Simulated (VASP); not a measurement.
# TiO2 (Cmm2) in VASP: notebook

Runs on TiO2. Level: r2SCAN. Tasks: single point.

Everything below comes from runs of VASP 6.6.1. Logs are shortened: lines on timing, memory, paths and dates and some standing lists are left out, and cuts for length are marked.

### Step 1. The cell of the first run

Symmetry: Cmm2, No. 35, orthorhombic system. Conventional cell: a = 6.501 Å, b = 6.501 Å, c = 2.954 Å, α = 90.00°, β = 90.00°, γ = 90.00°. Within 2.2 Å of Ti (site symmetry mm2) lie 4 O at 1.63 to 2.03 Å. Ti (site symmetry mm2) has 6 O at 1.95 to 1.98 Å within 2.6 Å. O (site symmetry m) has 3 Ti at 1.95 to 2.03 Å and 1 O at 2.54 Å within 2.6 Å. O (site symmetry m) has 2 Ti at 1.63 to 1.98 Å within 2.2 Å.

### Step 2. Single point, r2SCAN (atom 1 (Ti) moved -0.450 Å along Cartesian [0 0 1])

The input, POSCAR:

```
TiO2
1.0
    4.5967496901      0.0000000000      0.0000000000
    0.0000000000      4.5967496901      0.0000000000
    0.0000000000      0.0000000000      2.9536714147
Ti O
2 4
Direct
    0.0000000000      0.0000000000     -0.1523527627
    0.5000000000      0.5000000000      0.5000000000
    0.3046118010      0.3046118010      0.0000000000
    0.1953881990      0.8046118010      0.5000000000
    0.6953881990      0.6953881990      0.0000000000
    0.8046118010      0.1953881990      0.5000000000
```

The input, INCAR.step1:

```
SYSTEM = TiO2
  PREC = Accurate
  ENCUT = 520
  ISMEAR = 0
  SIGMA = 0.05
  LREAL = .FALSE.
  LASPH = .TRUE.
  NELM = 100
  NBANDS = 33
  GGA = PE
  ALGO = Normal
  EDIFF = 1E-4
  LWAVE = .TRUE.
  LCHARG = .FALSE.
```

The input, INCAR.step2:

```
SYSTEM = TiO2
  PREC = Accurate
  ENCUT = 520
  EDIFF = 1E-7
  ISMEAR = 0
  SIGMA = 0.05
  LREAL = .FALSE.
  LASPH = .TRUE.
  NELM = 100
  ALGO = Normal
  ISIF = 2
  LWAVE = .FALSE.
  LCHARG = .FALSE.
  METAGGA = R2SCAN
  LMIXTAU = .TRUE.
  NBANDS = 33
  ISTART = 1
```

The input, KPOINTS:

```
Automatic mesh
0
G
  6 6 10
  0 0 0
```

Potentials or basis: VASP PAW PBE potentials, release 64 (Ti_sv, O).

Started as:

```console
cat potpaw_PBE.64/Ti_sv/POTCAR potpaw_PBE.64/O/POTCAR > POTCAR
cp INCAR.step1 INCAR
mpirun -np 1 vasp_std > vasp.out
cp INCAR.step2 INCAR
mpirun -np 1 vasp_std > vasp.out
```

OUTCAR:

```text
SYSTEM = TiO2
   PREC = Accurate
   ENCUT = 520
   EDIFF = 1E-7
   ISMEAR = 0
   LREAL = .FALSE.
   LASPH = .TRUE.
   NELM = 100
   ISIF = 2
   METAGGA = R2SCAN
   ISTART = 1

 ion  position               nearest neighbor table
   1  0.000  0.000  0.848-   4 1.63   6 1.63   5 2.03   3 2.03   4 2.31   6 2.31
   2  0.500  0.500  0.500-   3 1.95   5 1.95   3 1.95   5 1.95   4 1.98   6 1.98
   3  0.305  0.305  0.000-   2 1.95   2 1.95   1 2.03
   4  0.195  0.805  0.500-   1 1.63   2 1.98   1 2.31
   5  0.695  0.695  0.000-   2 1.95   2 1.95   1 2.03
   6  0.805  0.195  0.500-   1 1.63   2 1.98   1 2.31

  LATTYP: Found a simple tetragonal cell.
 ALAT       =     4.5967496901
 C/A-ratio  =     0.6425565049

  Lattice vectors:

 A1 = (   4.5967496901,   0.0000000000,   0.0000000000)
 A2 = (   0.0000000000,   4.5967496901,   0.0000000000)
 A3 = (   0.0000000000,   0.0000000000,   2.9536714147)

Analysis of symmetry for initial positions (statically):
=====================================================================
 Subroutine PRICEL returns:
 Original cell was already a primitive cell.

 Routine SETGRP: Setting up the symmetry group for a
 simple tetragonal supercell.

 Subroutine GETGRP returns: Found  4 space group operations
 (whereof  4 operations were pure point group operations)
 out of a pool of 16 trial point group operations.

The static configuration has the point symmetry C_2v.

Analysis of symmetry for dynamics (positions and initial velocities):
=====================================================================
 Subroutine PRICEL returns:
 Original cell was already a primitive cell.

 Routine SETGRP: Setting up the symmetry group for a
 simple tetragonal supercell.

 Subroutine GETGRP returns: Found  4 space group operations
 (whereof  4 operations were pure point group operations)
 out of a pool of 16 trial point group operations.

The dynamic configuration has the point symmetry C_2v.

 Subroutine INISYM returns: Found  4 space group operations
 (whereof  4 operations are pure point group operations),
 and found     1 'primitive' translations

----------------------------------------------------------------------------------------

                                     Primitive cell

  volume of cell :      62.4114

  direct lattice vectors                    reciprocal lattice vectors
     4.596749690  0.000000000  0.000000000     0.217545019  0.000000000  0.000000000
     0.000000000  4.596749690  0.000000000     0.000000000  0.217545019  0.000000000
     0.000000000  0.000000000  2.953671415     0.000000000  0.000000000  0.338561695

  length of vectors
     4.596749690  4.596749690  2.953671415     0.217545019  0.217545019  0.338561695

  position of ions in fractional coordinates (direct lattice)
     0.000000000  0.000000000  0.847647237
     0.500000000  0.500000000  0.500000000
     0.304611801  0.304611801  0.000000000
     0.195388199  0.804611801  0.500000000
     0.695388199  0.695388199  0.000000000
     0.804611801  0.195388199  0.500000000

  ion indices of the primitive-cell ions
   primitive index   ion index
                 1           1
                 2           2
                 3           3
                 4           4
                 5           5
                 6           6

----------------------------------------------------------------------------------------

 KPOINTS: Automatic mesh

Automatic generation of k-mesh.
 Grid dimensions read from file:
 generate k-points for:    6    6   10

 Generating k-lattice:

  Cartesian coordinates                     Fractional coordinates (reciprocal lattice)
     0.036257503  0.000000000  0.000000000     0.166666667  0.000000000  0.000000000
     0.000000000  0.036257503  0.000000000     0.000000000  0.166666667  0.000000000
     0.000000000  0.000000000  0.033856169     0.000000000  0.000000000  0.100000000

  Length of vectors
     0.036257503  0.036257503  0.033856169

  Shift w.r.t. Gamma in fractional coordinates (k-lattice)
     0.000000000  0.000000000  0.000000000

 Subroutine IBZKPT returns following result:
 ===========================================

 Found     78 irreducible k-points:

 Following reciprocal coordinates:
            Coordinates               Weight
  0.000000  0.000000  0.000000      1.000000
  0.166667  0.000000  0.000000      4.000000
  0.333333  0.000000  0.000000      4.000000
  0.500000  0.000000  0.000000      2.000000
  0.166667  0.166667  0.000000      2.000000
 -0.166667  0.166667  0.000000      2.000000
[... 16 lines left out ...]
  0.333333  0.333333  0.100000      4.000000
 -0.333333  0.333333  0.100000      4.000000
 [... further k-points ...]
   k-points           NKPTS =     78   k-points in BZ     NKDIM =     78   number of bands    NBANDS=     33
   number of dos      NEDOS =    301   number of ions     NIONS =      6
   total plane-waves  NPLWV =  31104
   dimension x,y,z NGX =    36 NGY =   36 NGZ =   24
   dimension x,y,z NGXF=    72 NGYF=   72 NGZF=   48
   ions per type =               2   4
   NGX,Y,Z   is equivalent  to a cutoff of  13.02, 13.02, 13.51 a.u.
   NGXF,Y,Z  is equivalent  to a cutoff of  26.04, 26.04, 27.02 a.u.
 SYSTEM =  TiO2
   PREC   = accura    normal or accurate (medium, high low for compatibility)
   ISTART =      1    job   : 0-new  1-cont  2-samecut
   ICHARG =      0    charge: 1-file 2-atom 10-const
   ISPIN  =      1    spin polarized calculation?
   LNONCOLLINEAR =      F non collinear calculations
   LSORBIT =      F    spin-orbit coupling
   LASPH  =      T    aspherical Exc in radial PAW
   ENCUT  =  520.0 eV  38.22 Ry    6.18 a.u.   8.55  8.55  5.49*2*pi/ulx,y,z
   NELM   =    100;   NELMIN=  2; NELMDL=  0     # of ELM steps
   EDIFF  = 0.1E-06   stopping-criterion for ELM
   LREAL  =      F    real-space projection
   EDIFFG = 0.1E-05   stopping-criterion for IOM
   NSW    =      0    number of steps for IOM
   IBRION =     -1    ionic relax: 0-MD 1-quasi-New 2-CG
   NFREE  =      0    steps in history (QN), initial steepest desc. (CG)
   ISIF   =      2    stress and relaxation
   ISYM   =      2    0-nonsym 1-usesym 2-fastsym
   POTIM  = 0.5000    time-step for ionic-motion
   TEBEG  =    0.0;   TEEND  =   0.0 temperature during run
   PSTRESS=    0.0 pullay stress
   NELECT =      48.0000    total number of electrons
   NUPDOWN=      -1.0000    fix difference up-down
   EMIN   =  10.00;   EMAX   =-10.00  energy-range for DOS
   EFERMI =   0.00;   METHOD = LEGACY
   ISMEAR =     0;   SIGMA  =   0.05  broadening in eV -4-tet -1-fermi 0-gaus
   EFERMI_NEDOS =   21; number of points for ismear=-14 and -15
   IALGO  =     38    algorithm
   IMIX   =      4    mixing-type and parameters
     AMIX     =   0.40;   BMIX     =  1.00
     AMIX_MAG =   1.60;   BMIX_MAG =  1.00
  volume/ion in A,a.u.               =      10.40        70.20
  Fermi-wavevector in a.u.,A,eV,Ry     =   1.499917  2.834432 30.609728  2.249752
  Thomas-Fermi vector in A             =   2.611485
   LORBIT       =      0    0 simple, 1 ext, 2 COOP (PROOUT), +10 PAW based schemes
   METAGGA = R2SCAN    functional components
   LHFCALC =     F    Hartree Fock is set to
   AEXX    =    0.0000 exact exchange contribution
   IVDW    =     0    specifies the selected vdW correction
   LEPSILON=     F    determine dielectric tensor
   LRPA    =     F    only Hartree local field effects (RPA)
 non-spin polarized calculation
 Gauss-broadening in eV      SIGMA  =   0.05
  energy-cutoff  :      520.00
  volume of cell :       62.41
 maximum number of plane-waves:      1698
 NGX is ok and might be reduce to    36
   NGX = 17   NGY = 17   NGZ = 11

 number of electron      48.0000023 magnetization

 Free energy of the ion-electron system (eV)
  ---------------------------------------------------
  ext. energy  EPLUGINS =         0.00000000
  ---------------------------------------------------
  free energy    TOTEN  =       -68.66538134 eV

  energy without entropy =      -68.66538134  energy(sigma->0) =      -68.66538134

 E-fermi :   4.3402     XC(G=0): -12.0873

 val. band max:        4.0865282326   @ k =   0.0000   0.0000   0.0000
 cond. band min:       6.9627546957   @ k =   0.5000   0.0000   0.5000
 fundamental gap:      2.8762264632
 Fermi energy:         4.3401577794

 k-point     1 :       0.0000    0.0000    0.0000
  band No.  band energies     occupation
      1     -54.6858      2.00000
      2     -53.6418      2.00000
      3     -29.9113      2.00000
      4     -29.9063      2.00000
      5     -29.6945      2.00000
      6     -29.3492      2.00000
[... 25 lines left out ...]
     32      11.2945      0.00000
     33      12.0945      0.00000

 k-point     2 :       0.1667    0.0000    0.0000
  band No.  band energies     occupation
      1     -54.6858      2.00000
      2     -53.6419      2.00000
      3     -29.9058      2.00000
      4     -29.9050      2.00000
      5     -29.6946      2.00000
      6     -29.3575      2.00000
[... 25 lines left out ...]
     32      11.2040      0.00000
     33      11.9257      0.00000

 k-point     3 :       0.3333    0.0000    0.0000
  band No.  band energies     occupation
      1     -54.6857      2.00000
      2     -53.6419      2.00000
      3     -29.9036      2.00000
      4     -29.8931      2.00000
      5     -29.6948      2.00000
      6     -29.3744      2.00000
[... 25 lines left out ...]
     32      10.8090      0.00000
     33      11.8900      0.00000

 k-point     4 :       0.5000    0.0000    0.0000
  band No.  band energies     occupation
      1     -54.6857      2.00000
      2     -53.6419      2.00000
      3     -29.9027      2.00000
      4     -29.8867      2.00000
      5     -29.6949      2.00000
      6     -29.3831      2.00000
[... 673 lines left out ...]
     32      10.4869      0.00000
     33      11.8204      0.00000

 k-point    23 :       0.3333    0.3333    0.1000
  band No.  band energies     occupation
      1     -54.6817      2.00000
      2     -53.6379      2.00000
      3     -29.9125      2.00000
      4     -29.8940      2.00000
      5     -29.7405      2.00000
      6     -29.3385      2.00000
[... 25 lines left out ...]
     32      11.1526      0.00000
     33      11.8462      0.00000

 k-point    24 :      -0.3333    0.3333    0.1000
  band No.  band energies     occupation
      1     -54.6817      2.00000
      2     -53.6379      2.00000
      3     -29.8980      2.00000
      4     -29.8931      2.00000
      5     -29.7405      2.00000
      6     -29.3632      2.00000
[... 25 lines left out ...]
     32      11.0951      0.00000
     33      11.1674      0.00000

 [... further k-points ...]
[... 5 lines left out ...]
  --------------------------------------------------------------------------------------
  -------------------------------------------------------------------------------------
  Total        6.4086170      6.4086170      8.0655009     -6.5038013      0.0000000      0.0000000
  in kB      164.5170872    164.5170872    207.0513353   -166.9605830      0.0000000      0.0000000
  external PRESSURE =     178.6951699 kB  Pullay stress =       0.0000000 kB

 VOLUME and BASIS-vectors are now :
 -----------------------------------------------------------------------------
  energy-cutoff  :      520.00
  volume of cell :       62.41
      direct lattice vectors                 reciprocal lattice vectors
     4.596749690  0.000000000  0.000000000     0.217545019  0.000000000  0.000000000
     0.000000000  4.596749690  0.000000000     0.000000000  0.217545019  0.000000000
     0.000000000  0.000000000  2.953671415     0.000000000  0.000000000  0.338561695

 POSITION                                       TOTAL-FORCE (eV/Angst)
 -----------------------------------------------------------------------------------
      0.00000      0.00000      2.50367         0.000000      0.000000      8.152477
      2.29837      2.29837      1.47684         0.000000      0.000000     -0.150602
      1.40022      1.40022      0.00000         0.024485      0.024485     -0.251930
      0.89815      3.69860      1.47684         2.862897     -2.862897     -3.749007
      3.19653      3.19653      0.00000        -0.024485     -0.024485     -0.251930
      3.69860      0.89815      1.47684        -2.862897      2.862897     -3.749007
 -----------------------------------------------------------------------------------
    total drift:                                0.000000      0.000000      0.000501

  FREE ENERGIE OF THE ION-ELECTRON SYSTEM (eV)
  ---------------------------------------------------
  free  energy   TOTEN  =       -68.6653813375 eV

  energy  without entropy=      -68.6653813375  energy(sigma->0) =      -68.66538134
```

Wall time 5.7 min (1 thread of Intel Xeon 6975P-C (Granite Rapids), shared host); peak memory 0.25 GiB.

Results:

- Free energy: -68.6654 eV
- Pressure: 17.9 GPa
- Largest force: 8.152 eV/Å
- Band gap on the k mesh: 2.88 eV (least direct gap 3.06 eV)

Forces in eV/Å, atoms in the order of the input:
```
Ti   0.000  0.000  8.152
Ti   0.000  0.000 -0.151
O    0.024  0.024 -0.252
O    2.863 -2.863 -3.749
O   -0.024 -0.024 -0.252
O   -2.863  2.863 -3.749
```

Caveat: the cell differs from its parent crystal (atom 1 (Ti) moved -0.450 Å along Cartesian [0 0 1]); the cell stands under pressure; the PAW data sets were made with another functional, which shifts forces and pressure a little. A k mesh can miss the band edges.

### Step 3. Single point, r2SCAN (atom 1 (Ti) moved +0.300 Å along Cartesian [0 0 1])

POSCAR, as its differences from that of step 2:

```diff
@@ -8,3 +8,3 @@
 Direct
-    0.0000000000      0.0000000000     -0.1523527627
+    0.0000000000      0.0000000000      0.1015685084
     0.5000000000      0.5000000000      0.5000000000
```

The input, INCAR.step1:

```
SYSTEM = TiO2
  ALGO = Normal
  EDIFF = 1E-4
  ENCUT = 520
  GGA = PE
  ISMEAR = 0
  LASPH = .True.
  LCHARG = .False.
  LREAL = .False.
  LWAVE = .True.
  NBANDS = 33
  NELM = 80
  PREC = Accurate
  SIGMA = 0.05
```

The input, INCAR.step2:

```
SYSTEM = TiO2
  ALGO = Normal
  EDIFF = 1E-6
  ENCUT = 520
  ISIF = 2
  ISMEAR = 0
  ISTART = 1
  LASPH = .True.
  LCHARG = .False.
  LMIXTAU = .True.
  LREAL = .False.
  LWAVE = .False.
  METAGGA = R2SCAN
  NBANDS = 33
  NELM = 80
  PREC = Accurate
  SIGMA = 0.05
```

The input, KPOINTS:

```
k-points
0
Gamma
  6 6 10
  0 0 0
```

Potentials or basis: VASP PAW PBE potentials, release 64 (Ti_sv, O).

Started as:

```console
cat potpaw_PBE.64/Ti_sv/POTCAR potpaw_PBE.64/O/POTCAR > POTCAR
cp INCAR.step1 INCAR
mpirun -np 1 vasp_std > vasp.out
cp INCAR.step2 INCAR
mpirun -np 1 vasp_std > vasp.out
```

Wall time 4.3 min (1 thread of Intel Xeon 6975P-C (Granite Rapids), shared host); peak memory 0.26 GiB.

It converged, with:

* Free energy: -69.4895 eV
* Pressure: 8.3 GPa
* Largest force: 3.234 eV/Å
* Band gap on the k mesh: 2.59 eV (least direct gap 2.73 eV)

Forces in eV/Å, atoms in the order of the input:
```
Ti   0.000  0.000 -3.234
Ti   0.000  0.000  0.099
O    0.023  0.023  0.104
O    1.068 -1.068  1.464
O   -0.023 -0.023  0.104
O   -1.068  1.068  1.464
```

Stress tensor (GPa, compression positive):
```
 7.12 -6.82  0.00
-6.82  7.12  0.00
 0.00  0.00 10.62
```

Levels at points of the mesh, in eV from the valence-band top:
```csv
k point,band 22,band 23,band 24,band 25,band 26,band 27
"(0.00, 0.00, 0.00)",-0.77,-0.49,0.00,2.73,3.18,3.23
"(0.50, 0.00, 0.00)",-1.31,-0.80,-0.68,2.85,3.17,3.99
"(0.50, 0.50, 0.00)",-1.22,-1.17,-1.14,2.59,3.19,3.61
"(0.00, 0.00, 0.50)",-1.90,-1.41,-1.22,3.19,3.75,4.19
"(0.50, 0.00, 0.50)",-1.83,-1.30,-0.86,2.60,2.99,3.80
"(0.50, 0.50, 0.50)",-0.89,-0.65,-0.50,2.83,3.79,3.81
```

Caveat: the cell differs from its parent crystal (atom 1 (Ti) moved +0.300 Å along Cartesian [0 0 1]); the cell stands under pressure; the PAW data sets were made with another functional, which shifts forces and pressure a little. A k mesh can miss the band edges.
